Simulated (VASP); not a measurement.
# Y (Fm-3m) in VASP: further runs

Runs on Y. Level: LDA+U. Tasks: single point.

Program: VASP 6.6.1. These are calculated values, not measurements. Logs are shortened: lines on timing, memory, paths and dates and some standing lists are left out, and cuts for length are marked.

## (1) The cell of the first run

The structure is cubic, space group Fm-3m (No. 225). The conventional cell has a = 5.104 Å, b = 5.104 Å, c = 5.104 Å, α = 90.00°, β = 90.00°, γ = 90.00°. Within 4.7 Å of Y (site symmetry m-3m) lie 12 Y at 3.61 Å.

## (2) Single point, LDA+U

INCAR reads:

```
PREC = Accurate
ENCUT = 520
EDIFF = 1E-7
ISMEAR = -1
SIGMA = 0.05
LREAL = False
LASPH = True
NELM = 150
ALGO = Normal
ISIF = 2
LWAVE = False
LCHARG = False
LMAXMIX = 4
LDAU = True
LDAUTYPE = 2
LDAUL = 2
LDAUU = 2
LDAUJ = 0
LDAUPRINT = 1
GGA = CA
NBANDS = 12
```

KPOINTS reads:

```
Automatic mesh
0
Gamma
  9 9 9
```

POSCAR reads:

```
Y
1.0
    0.0000000000      2.5519910612      2.5519910612
    2.5519910612      0.0000000000      2.5519910612
    2.5519910612      2.5519910612      0.0000000000
Y
1
Direct
    0.0000000000      0.0000000000      0.0000000000
```

Potentials or basis: VASP PAW LDA potentials, release 64 (Y_sv).

Launch:

```sh
$ cat potpaw_LDA.64/Y_sv/POTCAR > POTCAR
$ mpirun -np 1 vasp_std > vasp.out
```

OUTCAR:

```text
PREC = Accurate
   ENCUT = 520
   EDIFF = 1E-7
   ISMEAR = -1
   LREAL = False
   LASPH = True
   NELM = 150
   ISIF = 2
   GGA = CA

 ion  position               nearest neighbor table
   1  0.000  0.000  0.000-

  LATTYP: Found a face centered cubic cell.
 ALAT       =     5.1039821224

  Lattice vectors:

 A1 = (   0.0000000000,   2.5519910612,   2.5519910612)
 A2 = (   2.5519910612,   0.0000000000,   2.5519910612)
 A3 = (   2.5519910612,   2.5519910612,   0.0000000000)

Analysis of symmetry for initial positions (statically):
=====================================================================
 Subroutine PRICEL returns:
 Original cell was already a primitive cell.

 Routine SETGRP: Setting up the symmetry group for a
 face centered cubic supercell.

 Subroutine GETGRP returns: Found 48 space group operations
 (whereof 48 operations were pure point group operations)
 out of a pool of 48 trial point group operations.

The static configuration has the point symmetry O_h .

Analysis of symmetry for dynamics (positions and initial velocities):
=====================================================================
 Subroutine PRICEL returns:
 Original cell was already a primitive cell.

 Routine SETGRP: Setting up the symmetry group for a
 face centered cubic supercell.

 Subroutine GETGRP returns: Found 48 space group operations
 (whereof 48 operations were pure point group operations)
 out of a pool of 48 trial point group operations.

The dynamic configuration has the point symmetry O_h .

 Subroutine INISYM returns: Found 48 space group operations
 (whereof 48 operations are pure point group operations),
 and found     1 'primitive' translations

----------------------------------------------------------------------------------------

                                     Primitive cell

  volume of cell :      33.2405

  direct lattice vectors                    reciprocal lattice vectors
[... 138 lines left out ...]
spin component  2

  0.0921  0.0000  0.0000  0.0000  0.0000
  0.0000  0.0921 -0.0000  0.0000  0.0000
  0.0000 -0.0000  0.0771 -0.0000 -0.0000
  0.0000  0.0000 -0.0000  0.0921 -0.0000
  0.0000  0.0000 -0.0000 -0.0000  0.0771

 occupancies and eigenvectors

  o =  0.0771  v =  0.0000 -0.0000 -0.6041 -0.0000  0.7969  0.0000  0.0000  0.0000  0.0000  0.0000      0.0000  0.0000  0.0000  0.0000  0.0000  0.0000  0.0000  0.0000  0.0000  0.0000
  o =  0.0771  v =  0.0000  0.0000  0.0000  0.0000  0.0000  0.0000 -0.0000 -0.6041 -0.0000  0.7969      0.0000  0.0000  0.0000  0.0000  0.0000  0.0000  0.0000  0.0000  0.0000  0.0000
  o =  0.0771  v =  0.0000 -0.0000 -0.7969 -0.0000 -0.6041  0.0000  0.0000  0.0000  0.0000  0.0000      0.0000  0.0000  0.0000  0.0000  0.0000  0.0000  0.0000  0.0000  0.0000  0.0000
  o =  0.0771  v =  0.0000  0.0000  0.0000  0.0000  0.0000  0.0000 -0.0000 -0.7969 -0.0000 -0.6041      0.0000  0.0000  0.0000  0.0000  0.0000  0.0000  0.0000  0.0000  0.0000  0.0000
  o =  0.0921  v =  0.0000  0.0000  0.0000  0.0000  0.0000  0.0000 -0.0215  0.0000 -0.9998  0.0000      0.0000  0.0000  0.0000  0.0000  0.0000  0.0000  0.0000  0.0000  0.0000  0.0000
  o =  0.0921  v =  0.0000 -0.0215  0.0000 -0.9998  0.0000  0.0000  0.0000  0.0000  0.0000  0.0000      0.0000  0.0000  0.0000  0.0000  0.0000  0.0000  0.0000  0.0000  0.0000  0.0000
  o =  0.0921  v =  0.0000  0.0000  0.0000  0.0000  0.0000  0.0000  0.9998 -0.0000 -0.0215 -0.0000      0.0000  0.0000  0.0000  0.0000  0.0000  0.0000  0.0000  0.0000  0.0000  0.0000
  o =  0.0921  v =  0.0000  0.9998 -0.0000 -0.0215 -0.0000  0.0000  0.0000  0.0000  0.0000  0.0000      0.0000  0.0000  0.0000  0.0000  0.0000  0.0000  0.0000  0.0000  0.0000  0.0000
  o =  0.0921  v =  0.0000  0.0000  0.0000  0.0000  0.0000  1.0000  0.0000  0.0000  0.0000  0.0000      0.0000  0.0000  0.0000  0.0000  0.0000  0.0000  0.0000  0.0000  0.0000  0.0000
  o =  0.0921  v =  1.0000  0.0000  0.0000  0.0000  0.0000  0.0000  0.0000  0.0000  0.0000  0.0000      0.0000  0.0000  0.0000  0.0000  0.0000  0.0000  0.0000  0.0000  0.0000  0.0000

 number of electron      11.0000001 magnetization

 Free energy of the ion-electron system (eV)
  ---------------------------------------------------
  ext. energy  EPLUGINS =         0.00000000
  ---------------------------------------------------
  free energy    TOTEN  =        -6.05467266 eV

  energy without entropy =       -6.04196364  energy(sigma->0) =       -6.04831815

 E-fermi :   3.1572     XC(G=0):  -9.6163

 val. band max:        3.0475131359   @ k =  -0.4444   0.2222   0.1111
 cond. band min:       3.1920479691   @ k =  -0.3333   0.4444   0.2222
 fundamental gap:      0.1445348332
 Fermi energy:         3.1571505223

 k-point     1 :       0.0000    0.0000    0.0000
  band No.  band energies     occupation
      1     -39.8832      2.00000
      2     -19.6984      2.00000
      3     -19.6984      2.00000
      4     -19.6984      2.00000
      5      -1.9089      2.00000
      6       5.0527      0.00000
      7       5.0527      0.00000
      8       5.0527      0.00000
      9       7.0838      0.00000
     10       7.0838      0.00000
     11      11.7873      0.00000
     12      14.9492      0.00000
[... 331 lines left out ...]
 k-point    24 :       0.4444    0.4444    0.0000
  band No.  band energies     occupation
      1     -39.8057      2.00000
      2     -20.1814      2.00000
      3     -19.8828      2.00000
      4     -19.8828      2.00000
      5       1.4062      2.00000
      6       2.4500      2.00000
      7       4.6921      0.00000
      8       8.4702      0.00000
      9       8.4702      0.00000
     10       8.4959      0.00000
     11      11.0057      0.00000
     12      11.0057      0.00000

 [... further k-points ...]
[... 5 lines left out ...]
  --------------------------------------------------------------------------------------
  -------------------------------------------------------------------------------------
  Total       -0.1838786     -0.1838786     -0.1838786     -0.0000000      0.0000000      0.0000000
  in kB       -8.8628713     -8.8628713     -8.8628713     -0.0000000      0.0000000      0.0000000
  external PRESSURE =      -8.8628713 kB  Pullay stress =       0.0000000 kB

 VOLUME and BASIS-vectors are now :
 -----------------------------------------------------------------------------
  energy-cutoff  :      520.00
  volume of cell :       33.24
      direct lattice vectors                 reciprocal lattice vectors
     0.000000000  2.551991061  2.551991061    -0.195925451  0.195925451  0.195925451
     2.551991061  0.000000000  2.551991061     0.195925451 -0.195925451  0.195925451
     2.551991061  2.551991061  0.000000000     0.195925451  0.195925451 -0.195925451

 POSITION                                       TOTAL-FORCE (eV/Angst)
 -----------------------------------------------------------------------------------
      0.00000      0.00000      0.00000         0.000000      0.000000      0.000000
 -----------------------------------------------------------------------------------
    total drift:                               -0.000000     -0.000000     -0.000000

  FREE ENERGIE OF THE ION-ELECTRON SYSTEM (eV)
  ---------------------------------------------------
  free  energy   TOTEN  =        -6.0546726578 eV

  energy  without entropy=       -6.0419636375  energy(sigma->0) =       -6.04831815
```

stdout:

```text
POSCAR found type information on POSCAR Y
 POSCAR found :  1 types and       1 ions
 scaLAPACK will be used
 LDA part: xc-table for (Slater(with rela. corr.)+CA(PZ))
 , standard interpolation
 POSCAR, INCAR and KPOINTS ok, starting setup
 FFT: planning ... GRIDC
 FFT: planning ... GRID_SOFT
 FFT: planning ... GRID
 WAVECAR not read
 entering main loop
```

It took 6.8 s on 1 thread of Intel Xeon 6975P-C (Granite Rapids), shared host; peak memory 0.15 GiB.

What came out:

```yaml
Free_energy: -6.0547 eV
Pressure: -0.9 GPa
```

Eigenvalues of the final occupation matrices:
| site | spin | trace | eigenvalues |
| --- | --- | --- | --- |
| site 1 d | 1 | 0.43 | 0.08 0.08 0.09 0.09 0.09 |
| site 1 d | 2 | 0.43 | 0.08 0.08 0.09 0.09 0.09 |

Caveat: U without spin polarisation on a metal has little footing; the U is typed as a test and isn't derived for this compound.

## (3) Single point, LDA+U

INCAR reads:

```
SYSTEM = Y
PREC     = Accurate       ! precision mode
ENCUT    = 520            ! plane-wave cutoff, eV
EDIFF    = 1E-6           ! SCF threshold, eV
ISMEAR   = -1             ! smearing method
SIGMA    = 0.05           ! smearing width, eV
LREAL    = .False.        ! projectors in reciprocal space
LASPH    = .True.         ! aspherical terms in the spheres
NELM     = 150            ! most SCF steps
ALGO     = Normal         ! electronic algorithm
ISIF     = 2              ! what is computed and relaxed
LWAVE    = .False.        ! write WAVECAR
LCHARG   = .False.        ! write CHGCAR
LMAXMIX  = 4              ! l up to which the mixer works
LDAU     = .True.         ! DFT+U
LDAUTYPE = 2            
LDAUL    = 2              ! shell
LDAUU    = 3              ! U, eV
LDAUJ    = 0            
LDAUPRINT= 1            
NBANDS   = 12             ! bands
```

KPOINTS reads:

```
Automatic mesh
0
Gamma
  9 9 9
  0 0 0
```

POSCAR is that of step 2.

Potentials or basis: VASP PAW LDA potentials, release 64 (Y_sv).

Launch:

```sh
$ cat potpaw_LDA.64/Y_sv/POTCAR > POTCAR
$ mpirun -np 1 vasp_std > vasp.out
```

OUTCAR:

```text
SYSTEM = Y
   PREC = Accurate
   ENCUT = 520
   EDIFF = 1E-6
   ISMEAR = -1
   LREAL = .False.
   LASPH = .True.
   NELM = 150
   ISIF = 2

 ion  position               nearest neighbor table
   1  0.000  0.000  0.000-

  LATTYP: Found a face centered cubic cell.
 ALAT       =     5.1039821224

  Lattice vectors:

 A1 = (   0.0000000000,   2.5519910612,   2.5519910612)
 A2 = (   2.5519910612,   0.0000000000,   2.5519910612)
 A3 = (   2.5519910612,   2.5519910612,   0.0000000000)

Analysis of symmetry for initial positions (statically):
=====================================================================
 Subroutine PRICEL returns:
 Original cell was already a primitive cell.

 Routine SETGRP: Setting up the symmetry group for a
 face centered cubic supercell.

 Subroutine GETGRP returns: Found 48 space group operations
 (whereof 48 operations were pure point group operations)
 out of a pool of 48 trial point group operations.

The static configuration has the point symmetry O_h .

Analysis of symmetry for dynamics (positions and initial velocities):
=====================================================================
 Subroutine PRICEL returns:
 Original cell was already a primitive cell.

[... 194 lines left out ...]
 Fermi energy:         3.2875134309

 k-point     1 :       0.0000    0.0000    0.0000
  band No.  band energies     occupation
      1     -39.9846      2.00000
      2     -19.7918      2.00000
      3     -19.7918      2.00000
      4     -19.7918      2.00000
      5      -1.9188      2.00000
      6       5.3270      0.00000
      7       5.3270      0.00000
      8       5.3270      0.00000
      9       7.4049      0.00000
     10       7.4049      0.00000
     11      11.7788      0.00000
     12      14.9484      0.00000
[... 331 lines left out ...]
 k-point    24 :       0.4444    0.4444    0.0000
  band No.  band energies     occupation
      1     -39.9077      2.00000
      2     -20.2710      2.00000
      3     -19.9748      2.00000
      4     -19.9748      2.00000
      5       1.5529      2.00000
      6       2.6741      1.99999
      7       4.7022      0.00000
      8       8.7365      0.00000
      9       8.7365      0.00000
     10       8.8369      0.00000
     11      11.0594      0.00000
     12      11.0594      0.00000

 [... further k-points ...]
[... 5 lines left out ...]
  --------------------------------------------------------------------------------------
  -------------------------------------------------------------------------------------
  Total        0.2295090      0.2295090      0.2295090     -0.0000000     -0.0000000     -0.0000000
  in kB       11.0622361     11.0622361     11.0622361     -0.0000000     -0.0000000     -0.0000000
  external PRESSURE =      11.0622361 kB  Pullay stress =       0.0000000 kB

 VOLUME and BASIS-vectors are now :
 -----------------------------------------------------------------------------
  energy-cutoff  :      520.00
  volume of cell :       33.24
      direct lattice vectors                 reciprocal lattice vectors
     0.000000000  2.551991061  2.551991061    -0.195925451  0.195925451  0.195925451
     2.551991061  0.000000000  2.551991061     0.195925451 -0.195925451  0.195925451
     2.551991061  2.551991061  0.000000000     0.195925451  0.195925451 -0.195925451

 POSITION                                       TOTAL-FORCE (eV/Angst)
 -----------------------------------------------------------------------------------
      0.00000      0.00000      0.00000        -0.000000     -0.000000     -0.000000
 -----------------------------------------------------------------------------------
    total drift:                               -0.000000     -0.000000     -0.000000

  FREE ENERGIE OF THE ION-ELECTRON SYSTEM (eV)
  ---------------------------------------------------
  free  energy   TOTEN  =        -5.6731012168 eV

  energy  without entropy=       -5.6595747357  energy(sigma->0) =       -5.66633798
```

Wall time 6.7 s (1 thread of Intel Xeon 6975P-C (Granite Rapids), shared host); peak memory 0.16 GiB.

Results:

```
Free energy : -5.6731 eV
Pressure    : 1.1 GPa
```

Eigenvalues of the final occupation matrices:
| site | spin | trace | eigenvalues |
| --- | --- | --- | --- |
| site 1 d | 1 | 0.40 | 0.07 0.07 0.09 0.09 0.09 |
| site 1 d | 2 | 0.40 | 0.07 0.07 0.09 0.09 0.09 |

Caveat: U without spin polarisation on a metal has little footing; the U is typed as a test and isn't derived for this compound.

## (4) Single point, LDA+U

INCAR reads:

```
PREC = Accurate
ENCUT = 520
EDIFF = 1E-6
ISMEAR = -1
SIGMA = 0.05
LREAL = False
LASPH = True
NELM = 150
ALGO = Normal
ISIF = 2
LWAVE = False
LCHARG = False
LMAXMIX = 4
LDAU = True
LDAUTYPE = 2
LDAUL = 2
LDAUU = 4
LDAUJ = 0
LDAUPRINT = 1
GGA = CA
NBANDS = 12
```

KPOINTS reads:

```
regular mesh
0
Gamma
  9 9 9
```

POSCAR is that of step 3.

Launch:

```sh
$ cat potpaw_LDA.64/Y_sv/POTCAR > POTCAR
$ mpirun -np 1 vasp_std > vasp.out
```

Run time: 7.5 s. Hardware: 1 thread of Intel Xeon 6975P-C (Granite Rapids), shared host; peak memory 0.15 GiB.

The run converged. Its results:

```yaml
Free_energy: -5.3160 eV
Pressure: 3.3 GPa
```

Levels at points of the mesh, in eV from the Fermi level:
```csv
k point,band 1,band 2,band 3,band 4,band 5,band 6,band 7,band 8,band 9,band 10
"(0.00, 0.00, 0.00)",-43.51,-23.30,-23.30,-23.30,-5.34,2.19,2.19,2.19,4.31,4.31
```

Eigenvalues of the final occupation matrices:
| site | spin | trace | eigenvalues |
| --- | --- | --- | --- |
| site 1 d | 1 | 0.37 | 0.07 0.07 0.08 0.08 0.08 |
| site 1 d | 2 | 0.37 | 0.07 0.07 0.08 0.08 0.08 |

Caveat: U without spin polarisation on a metal has little footing; the U is typed as a test and isn't derived for this compound.

## (5) Summary

```tsv
U	gap on the mesh (eV)	pressure (GPa)
Y d U = 2.0 eV	none	-0.9
Y d U = 3.0 eV	none	1.1
Y d U = 4.0 eV	none	3.3
```

Alike in all rows: task single point; level LDA+U; potentials or basis VASP PAW LDA potentials, release 64 (Y_sv); no spin polarisation; cell as given; k mesh 9 × 9 × 9; cutoff (eV) 520; smearing fermi-dirac 0.05 eV.

Every run on the cell as given and a fine mesh finds a metal.

Caveats: U without spin polarisation on a metal has little footing; the U is typed as a test and isn't derived for this compound.

Total energies depend on the potentials used, so only differences within one code and one set of settings carry meaning.
